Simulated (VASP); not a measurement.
# Rh in VASP: a series of runs

Rh is run at these levels: PBEsol; tasks: single point.

All numbers are computed with VASP 6.6.1; they aren't measurements. Logs are shortened: lines on timing, memory, paths and dates and some standing lists are left out, and cuts for length are marked.

### Step 1. The cell of the first run

The structure is hexagonal, space group P6_3/mmc (No. 194). Conventional cell: a = 2.731 Å, b = 2.731 Å, c = 4.428 Å, α = 90.00°, β = 90.00°, γ = 120.00°. Within 3.6 Å of Rh (site symmetry -6m2) lie 12 Rh at 2.72 to 2.73 Å.

### Step 2. Single point, PBEsol

Contents of INCAR:

```
SYSTEM = Rh
PREC = Accurate
ENCUT = 520
EDIFF = 1E-6
ISMEAR = -1
SIGMA = 0.1
LREAL = .False.
LASPH = .True.
NELM = 60
ALGO = Normal
ISIF = 2
LWAVE = .False.
LCHARG = .False.
GGA = PS
NBANDS = 22
```

Contents of KPOINTS:

```
Automatic mesh
0
Gamma
  10 10 5
  0 0 0
```

Contents of POSCAR:

```
Rh
1.0
    2.7309800000      0.0000000000      0.0000000000
   -1.3654900000      2.3651000000      0.0000000000
    0.0000000000      0.0000000000      4.4284900000
Rh
2
Direct
    0.6666666667      0.3333333333      0.7500000000
    0.3333333333      0.6666666667      0.2500000000
```

Potentials or basis: VASP PAW PBE potentials, release 64 (Rh_pv).

Launch:

```bash
> cat potpaw_PBE.64/Rh_pv/POTCAR > POTCAR
> mpirun -np 1 vasp_std > vasp.out
```

OUTCAR:

```text
SYSTEM = Rh
   PREC = Accurate
   ENCUT = 520
   EDIFF = 1E-6
   ISMEAR = -1
   LREAL = .False.
   LASPH = .True.
   NELM = 60
   ISIF = 2
   GGA = PS

 ion  position               nearest neighbor table
   1  0.667  0.333  0.750-   2 2.72   2 2.72   2 2.72   2 2.72   2 2.72   2 2.72
   2  0.333  0.667  0.250-   1 2.72   1 2.72   1 2.72   1 2.72   1 2.72   1 2.72

  LATTYP: Found a hexagonal cell.
 ALAT       =     2.7309800000
 C/A-ratio  =     1.6215754052

  Lattice vectors:

 A1 = (   2.7309800000,   0.0000000000,   0.0000000000)
 A2 = (  -1.3654900000,   2.3651000000,   0.0000000000)
 A3 = (   0.0000000000,   0.0000000000,   4.4284900000)

Analysis of symmetry for initial positions (statically):
=====================================================================
 Subroutine PRICEL returns:
 Original cell was already a primitive cell.

 Routine SETGRP: Setting up the symmetry group for a
 hexagonal supercell.

 Subroutine GETGRP returns: Found 24 space group operations
 (whereof 12 operations were pure point group operations)
 out of a pool of 24 trial point group operations.

The static configuration has the point symmetry D_3d.
 The point group associated with its full space group is D_6h.

Analysis of symmetry for dynamics (positions and initial velocities):
=====================================================================
 Subroutine PRICEL returns:
 Original cell was already a primitive cell.

 Routine SETGRP: Setting up the symmetry group for a
 hexagonal supercell.

 Subroutine GETGRP returns: Found 24 space group operations
 (whereof 12 operations were pure point group operations)
 out of a pool of 24 trial point group operations.

The dynamic configuration has the point symmetry D_3d.
 The point group associated with its full space group is D_6h.

 Subroutine INISYM returns: Found 24 space group operations
 (whereof 12 operations are pure point group operations),
 and found     1 'primitive' translations

----------------------------------------------------------------------------------------

                                     Primitive cell

  volume of cell :      28.6038

  direct lattice vectors                    reciprocal lattice vectors
[... 72 lines left out ...]
   dimension x,y,z NGX =    20 NGY =   20 NGZ =   36
   dimension x,y,z NGXF=    40 NGYF=   40 NGZF=   72
   ions per type =               2
   NGX,Y,Z   is equivalent  to a cutoff of  12.17, 12.17, 13.51 a.u.
   NGXF,Y,Z  is equivalent  to a cutoff of  24.35, 24.35, 27.03 a.u.
 SYSTEM =  Rh
   PREC   = accura    normal or accurate (medium, high low for compatibility)
   ISTART =      0    job   : 0-new  1-cont  2-samecut
   ICHARG =      2    charge: 1-file 2-atom 10-const
   ISPIN  =      1    spin polarized calculation?
   LNONCOLLINEAR =      F non collinear calculations
   LSORBIT =      F    spin-orbit coupling
   LASPH  =      T    aspherical Exc in radial PAW
   ENCUT  =  520.0 eV  38.22 Ry    6.18 a.u.   5.08  5.08  8.23*2*pi/ulx,y,z
   NELM   =     60;   NELMIN=  2; NELMDL= -5     # of ELM steps
   EDIFF  = 0.1E-05   stopping-criterion for ELM
   LREAL  =      F    real-space projection
   EDIFFG = 0.1E-04   stopping-criterion for IOM
   NSW    =      0    number of steps for IOM
   IBRION =     -1    ionic relax: 0-MD 1-quasi-New 2-CG
   NFREE  =      0    steps in history (QN), initial steepest desc. (CG)
   ISIF   =      2    stress and relaxation
   ISYM   =      2    0-nonsym 1-usesym 2-fastsym
   POTIM  = 0.5000    time-step for ionic-motion
   TEBEG  =    0.0;   TEEND  =   0.0 temperature during run
   PSTRESS=    0.0 pullay stress
   NELECT =      30.0000    total number of electrons
   NUPDOWN=      -1.0000    fix difference up-down
   EMIN   =  10.00;   EMAX   =-10.00  energy-range for DOS
   EFERMI =   0.00;   METHOD = LEGACY
   ISMEAR =    -1;   SIGMA  =   0.10  broadening in eV -4-tet -1-fermi 0-gaus
   EFERMI_NEDOS =   21; number of points for ismear=-14 and -15
   IALGO  =     38    algorithm
   IMIX   =      4    mixing-type and parameters
     AMIX     =   0.40;   BMIX     =  1.00
     AMIX_MAG =   1.60;   BMIX_MAG =  1.00
  volume/ion in A,a.u.               =      14.30        96.51
  Fermi-wavevector in a.u.,A,eV,Ry     =   1.663313  3.143206 37.642022  2.766611
  Thomas-Fermi vector in A             =   2.750052
   LORBIT       =      0    0 simple, 1 ext, 2 COOP (PROOUT), +10 PAW based schemes
   GGA     = PS    functional components
   LHFCALC =     F    Hartree Fock is set to
   AEXX    =    0.0000 exact exchange contribution
   IVDW    =     0    specifies the selected vdW correction
   LEPSILON=     F    determine dielectric tensor
   LRPA    =     F    only Hartree local field effects (RPA)
 non-spin polarized calculation
  energy-cutoff  :      520.00
  volume of cell :       28.60
 maximum number of plane-waves:       785
   NGX = 11   NGY = 11   NGZ = 17

 number of electron      30.0000010 magnetization

 Free energy of the ion-electron system (eV)
  ---------------------------------------------------
  ext. energy  EPLUGINS =         0.00000000
  ---------------------------------------------------
  free energy    TOTEN  =       -16.17871680 eV

  energy without entropy =      -16.05513574  energy(sigma->0) =      -16.11692627

 E-fermi :  11.1284     XC(G=0): -13.9634

 val. band max:       11.1252963584   @ k =   0.3000   0.1000   0.4000
 cond. band min:      11.1649044206   @ k =   0.4000  -0.0000   0.0000
 fundamental gap:      0.0396080622
 Fermi energy:        11.1284252760

 k-point     1 :       0.0000    0.0000    0.0000
  band No.  band energies     occupation
      1     -35.8528      2.00000
      2     -35.2920      2.00000
      3     -35.2920      2.00000
      4     -35.1991      2.00000
      5     -35.1988      2.00000
      6     -35.1988      2.00000
[... 589 lines left out ...]
     21      23.6756      0.00000
     22      25.5707      0.00000

 [... further k-points ...]
[... 5 lines left out ...]
  --------------------------------------------------------------------------------------
  -------------------------------------------------------------------------------------
  Total       -2.3370741     -2.3370779     -2.4046748      0.0000000      0.0000000      0.0000000
  in kB     -130.9059431   -130.9061582   -134.6924443      0.0000000      0.0000000      0.0000000
  external PRESSURE =    -132.1681818 kB  Pullay stress =       0.0000000 kB

 VOLUME and BASIS-vectors are now :
 -----------------------------------------------------------------------------
  energy-cutoff  :      520.00
  volume of cell :       28.60
      direct lattice vectors                 reciprocal lattice vectors
     2.730980000  0.000000000  0.000000000     0.366168921  0.211407551  0.000000000
    -1.365490000  2.365100000  0.000000000     0.000000000  0.422815103  0.000000000
     0.000000000  0.000000000  4.428490000     0.000000000  0.000000000  0.225810604

 POSITION                                       TOTAL-FORCE (eV/Angst)
 -----------------------------------------------------------------------------------
      1.36549      0.78837      3.32137         0.000000     -0.000000      0.000000
     -0.00000      1.57673      1.10712        -0.000000      0.000000      0.000000
 -----------------------------------------------------------------------------------
    total drift:                               -0.000000      0.000000     -0.000000

  FREE ENERGIE OF THE ION-ELECTRON SYSTEM (eV)
  ---------------------------------------------------
  free  energy   TOTEN  =       -16.1787167961 eV

  energy  without entropy=      -16.0551357355  energy(sigma->0) =      -16.11692627
```

Run time: 8.1 s. Hardware: 1 thread of Intel Xeon 6975P-C (Granite Rapids), shared host; peak memory 0.14 GiB.

Results:

```
Free energy            : -16.1787 eV
Pressure               : -13.2 GPa
Band gap on the k mesh : zero (band 15 reaches 11.73 eV, above the bottom of band 16 at 9.55 eV)
```

Levels at points of the mesh, in eV from the Fermi level:
```csv
k point,band 12,band 13,band 14,band 15,band 16,band 17,band 18,band 19
"(0.00, 0.00, 0.00)",-2.37,-2.37,-1.77,-1.77,0.15,0.15,0.68,8.16
"(0.50, 0.00, 0.00)",-2.13,-2.06,0.42,0.60,0.70,2.89,4.91,9.98
```

Caveat: the PAW data sets were made with another functional, which shifts forces and pressure a little.

### Step 3. Single point, PBEsol

Contents of INCAR:

```
PREC = Accurate
ENCUT = 520
EDIFF = 1E-6
ISMEAR = -1
SIGMA = 0.1
LREAL = F
LASPH = T
NELM = 80
ALGO = Normal
ISIF = 2
LWAVE = F
LCHARG = F
GGA = PS
NBANDS = 22
```

Contents of KPOINTS:

```
regular mesh
0
Gamma
  10 10 5
```

Changes to POSCAR since step 2:

```diff
@@ -9,2 +9,2 @@
     0.6666666667      0.3333333333      0.7500000000
-    0.3333333333      0.6666666667      0.2500000000
+    0.3333333333      0.6666666667      0.2274189396
```

Potentials or basis: VASP PAW PBE potentials, release 64 (Rh_pv).

Launch:

```bash
> cat potpaw_PBE.64/Rh_pv/POTCAR > POTCAR
> mpirun -np 1 vasp_std > vasp.out
```

Wall time 11 s (1 thread of Intel Xeon 6975P-C (Granite Rapids), shared host); peak memory 0.15 GiB.

Results (log left out):

| Item | Value |
| --- | --- |
| Free energy | -16.1382 eV |
| Pressure | -11.9 GPa |
| Largest force | 0.815 eV/Å |
| Band gap on the k mesh | zero (band 15 reaches 11.71 eV, above the bottom of band 16 at 9.68 eV) |

Forces in eV/Å, atoms in the order of the input:
```
Rh   0.000  0.000 -0.815
Rh   0.000  0.000  0.815
```

Stress tensor (GPa, compression positive):
```
-12.12   0.00   0.00
  0.00 -12.12   0.00
  0.00   0.00 -11.58
```

Levels at points of the mesh, in eV from the Fermi level:
```
           k point  band 11  band 12  band 13  band 14  band 15  band 16  band 17  band 18  band 19  band 20
(0.00, 0.00, 0.00)    -2.90    -2.48    -2.48    -1.72    -1.72     0.16     0.16     0.71     8.05    15.80
(0.50, 0.00, 0.00)    -2.56    -2.12    -2.06     0.40     0.57     0.73     2.89     4.91     9.63    10.84
```

Caveat: the PAW data sets were made with another functional, which shifts forces and pressure a little.

### Step 4. Single point, PBEsol

Contents of INCAR:

```
ALGO = Normal
EDIFF = 1E-6
ENCUT = 520
GGA = PS
ISIF = 2
ISMEAR = -1
LASPH = T
LCHARG = F
LREAL = F
LWAVE = F
NBANDS = 22
NELM = 100
PREC = Accurate
SIGMA = 0.1
```

Contents of KPOINTS:

```
k-points
0
Gamma
  10 10 5
```

Changes to POSCAR since step 3:

```diff
@@ -9,2 +9,2 @@
     0.6666666667      0.3333333333      0.7500000000
-    0.3333333333      0.6666666667      0.2274189396
+    0.3333333333      0.6666666667      0.2387094698
```

Potentials or basis: VASP PAW PBE potentials, release 64 (Rh_pv).

Launch:

```bash
> cat potpaw_PBE.64/Rh_pv/POTCAR > POTCAR
> mpirun -np 1 vasp_std > vasp.out
```

OUTCAR:

```text
EDIFF = 1E-6
   ENCUT = 520
   GGA = PS
   ISIF = 2
   ISMEAR = -1
   LASPH = T
   LREAL = F
   NELM = 100
   PREC = Accurate

 ion  position               nearest neighbor table
   1  0.667  0.333  0.750-   2 2.68   2 2.68   2 2.68   2 2.76   2 2.76   2 2.76
   2  0.333  0.667  0.239-   1 2.68   1 2.68   1 2.68   1 2.76   1 2.76   1 2.76

  LATTYP: Found a hexagonal cell.
 ALAT       =     2.7309800000
 C/A-ratio  =     1.6215754052

  Lattice vectors:

 A1 = (   2.7309800000,   0.0000000000,   0.0000000000)
 A2 = (  -1.3654900000,   2.3651000000,   0.0000000000)
 A3 = (   0.0000000000,   0.0000000000,   4.4284900000)

Analysis of symmetry for initial positions (statically):
=====================================================================
 Subroutine PRICEL returns:
 Original cell was already a primitive cell.

 Routine SETGRP: Setting up the symmetry group for a
 hexagonal supercell.

 Subroutine GETGRP returns: Found 12 space group operations
 (whereof  6 operations were pure point group operations)
 out of a pool of 24 trial point group operations.

The static configuration has the point symmetry C_3v.
[... 152 lines left out ...]
 number of electron      30.0000010 magnetization

 Free energy of the ion-electron system (eV)
  ---------------------------------------------------
  ext. energy  EPLUGINS =         0.00000000
  ---------------------------------------------------
  free energy    TOTEN  =       -16.16863051 eV

  energy without entropy =      -16.04567125  energy(sigma->0) =      -16.10715088

 E-fermi :  11.1310     XC(G=0): -13.9619

 val. band max:       11.1084735717   @ k =   0.3000  -0.0000   0.4000
 cond. band min:      11.1421255564   @ k =   0.3000   0.1000   0.4000
 fundamental gap:      0.0336519848
 Fermi energy:        11.1310177077

 k-point     1 :       0.0000    0.0000    0.0000
  band No.  band energies     occupation
      1     -35.8583      2.00000
      2     -35.2935      2.00000
      3     -35.2935      2.00000
      4     -35.1993      2.00000
      5     -35.1984      2.00000
      6     -35.1984      2.00000
[... 589 lines left out ...]
     21      24.7808      0.00000
     22      25.6036      0.00000

 [... further k-points ...]
[... 5 lines left out ...]
  --------------------------------------------------------------------------------------
  -------------------------------------------------------------------------------------
  Total       -2.2973026     -2.2973064     -2.3244929      0.0000000      0.0000000      0.0000000
  in kB     -128.6782357   -128.6784471   -130.2012347      0.0000000      0.0000000      0.0000000
  external PRESSURE =    -129.1859725 kB  Pullay stress =       0.0000000 kB

 VOLUME and BASIS-vectors are now :
 -----------------------------------------------------------------------------
  energy-cutoff  :      520.00
  volume of cell :       28.60
      direct lattice vectors                 reciprocal lattice vectors
     2.730980000  0.000000000  0.000000000     0.366168921  0.211407551  0.000000000
    -1.365490000  2.365100000  0.000000000     0.000000000  0.422815103  0.000000000
     0.000000000  0.000000000  4.428490000     0.000000000  0.000000000  0.225810604

 POSITION                                       TOTAL-FORCE (eV/Angst)
 -----------------------------------------------------------------------------------
      1.36549      0.78837      3.32137         0.000000      0.000000     -0.403881
     -0.00000      1.57673      1.05712        -0.000000      0.000000      0.403881
 -----------------------------------------------------------------------------------
    total drift:                               -0.000000      0.000000      0.000020

  FREE ENERGIE OF THE ION-ELECTRON SYSTEM (eV)
  ---------------------------------------------------
  free  energy   TOTEN  =       -16.1686305128 eV

  energy  without entropy=      -16.0456712473  energy(sigma->0) =      -16.10715088
```

OSZICAR:

```text
N       E                     dE             d eps       ncg     rms          rms(c)
DAV:   1     0.324205967914E+03    0.32421E+03   -0.19084E+04  2552   0.158E+03
DAV:   2    -0.102088406203E+02   -0.33441E+03   -0.32277E+03  2666   0.470E+02
DAV:   3    -0.173685592287E+02   -0.71597E+01   -0.71207E+01  3020   0.776E+01
DAV:   4    -0.174159684197E+02   -0.47409E-01   -0.47404E-01  2812   0.639E+00
DAV:   5    -0.174167285130E+02   -0.76009E-03   -0.76008E-03  3038   0.841E-01    0.144E+01
DAV:   6    -0.162107029032E+02    0.12060E+01   -0.29396E+00  2828   0.180E+01    0.432E+00
DAV:   7    -0.161767712689E+02    0.33932E-01   -0.46504E-02  2966   0.185E+00    0.208E+00
DAV:   8    -0.161690942361E+02    0.76770E-02   -0.89787E-03  2762   0.110E+00    0.355E-01
DAV:   9    -0.161686180759E+02    0.47616E-03   -0.43268E-04  2972   0.250E-01    0.369E-02
DAV:  10    -0.161686300500E+02   -0.11974E-04   -0.58971E-06  2940   0.236E-02    0.102E-02
DAV:  11    -0.161686305128E+02   -0.46280E-06   -0.99956E-07  2220   0.959E-03
   1 F= -.16168631E+02 E0= -.16107151E+02  d E =-.122959E+00
```

Wall time 11 s (1 thread of Intel Xeon 6975P-C (Granite Rapids), shared host); peak memory 0.15 GiB.

Results:

| Quantity | Value |
| --- | --- |
| Free energy | -16.1686 eV |
| Pressure | -12.9 GPa |
| Largest force | 0.404 eV/Å |
| Band gap on the k mesh | zero (band 15 reaches 11.72 eV, above the bottom of band 16 at 9.63 eV) |

Forces in eV/Å, atoms in the order of the input:
```
Rh   0.000  0.000 -0.404
Rh   0.000  0.000  0.404
```

Levels at points of the mesh, in eV from the Fermi level:
| k point | band 13 | band 14 | band 15 | band 16 | band 17 | band 18 |
| --- | --- | --- | --- | --- | --- | --- |
| (0.00, 0.00, 0.00) | -2.40 | -1.76 | -1.76 | 0.15 | 0.15 | 0.69 |
| (0.50, 0.00, 0.00) | -2.06 | 0.41 | 0.59 | 0.71 | 2.89 | 4.91 |

Caveat: the PAW data sets were made with another functional, which shifts forces and pressure a little.

(Part 1 of 2 ends here.)
